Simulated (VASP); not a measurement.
A run of VASP 6.6.1:

INCAR

```
PREC     = Accurate       # precision mode
ENCUT    = 520            # plane-wave cutoff, eV
EDIFF    = 1E-6           # SCF threshold, eV
ISMEAR   = -1             # smearing method
SIGMA    = 0.05           # smearing width, eV
LREAL    = F              # projectors in reciprocal space
LASPH    = T              # aspherical terms in the spheres
NELM     = 150            # most SCF steps
ALGO     = Normal         # electronic algorithm
ISIF     = 2              # what is computed and relaxed
LWAVE    = F              # write WAVECAR
LCHARG   = F              # write CHGCAR
ISPIN    = 2              # spin polarisation
MAGMOM   = 6 6            # initial moments
LORBIT   = 11             # projections on sites
LMAXMIX  = 6              # l up to which the mixer works
GGA      = CA             # functional
NBANDS   = 30             # bands
```

The input KPOINTS:

```
regular mesh
0
Gamma
  9 9 5
```

POSCAR

```
Tb
1.0
    3.5768314866      0.0000000000      0.0000000000
   -1.7884157433      3.0976269324      0.0000000000
    0.0000000000      0.0000000000      5.6553867681
Tb
2
Direct
    0.6666666667      0.3333333333      0.7500000000
    0.3333333333      0.6666666667      0.2500000000
```

Potentials or basis: VASP PAW PBE potentials, release 64 (Tb).

Command:

```sh
$ cat potpaw_PBE.64/Tb/POTCAR > POTCAR
$ mpirun -np 1 vasp_std > vasp.out
```

Hardware: 1 thread of Oxide Virtual Turin-like Processor (shared host).

Q: Estimate the wall time of this run.

A: It took 7.3 min on 1 thread of Oxide Virtual Turin-like Processor (shared host), peak memory 0.22 GiB. Counts: scf iterations 58, k points 36.
